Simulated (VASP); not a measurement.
TiSi, 8 atoms in the cell. It takes space group Cmmm (No. 65, orthorhombic). The conventional cell has a = 3.313 Å, b = 4.143 Å, c = 3.486 Å, α = 90.00°, β = 90.00°, γ = 90.00°. Within 3.2 Å of Ti (site symmetry mmm) lie 8 Si at 2.40 to 2.71 Å and 4 Ti at 2.65 Å. Within 3.2 Å of Si (site symmetry mmm) lie 8 Ti at 2.40 to 2.71 Å and 4 Si at 2.65 Å.  This cell differs from its parent crystal: strain -0.080 along x and y, +0.000 along z.

| Item | Value |
| --- | --- |
| Program | VASP 6.6.1 |
| Task | single point |
| Functional | PBEsol |
| Potentials or basis | VASP PAW PBE potentials, release 64 (Ti_sv, Si) |
| Cutoff | 520 eV |
| k mesh | 12 × 6 × 10 |
| Occupations | gaussian, width 0.15 eV |
| Spin | no spin polarisation |
| Dipole correction | no |
| Further INCAR settings | ALGO = Normal; EDIFF = 1e-06; NBANDS = 42 |

Potentials or basis: VASP PAW PBE potentials, release 64 (Ti_sv, Si).

Launch:

```console
$ cat potpaw_PBE.64/Ti_sv/POTCAR potpaw_PBE.64/Si/POTCAR > POTCAR
$ mpirun -np 1 vasp_std > vasp.out
```

Hardware: 1 thread of Oxide Virtual Turin-like Processor, with other jobs on the host.

Question: Estimate the wall time of this run.

Answer: Run time: 19 min on 1 thread of Oxide Virtual Turin-like Processor, with other jobs on the host, peak memory 0.53 GiB. Counts: scf iterations 14, k points 168.
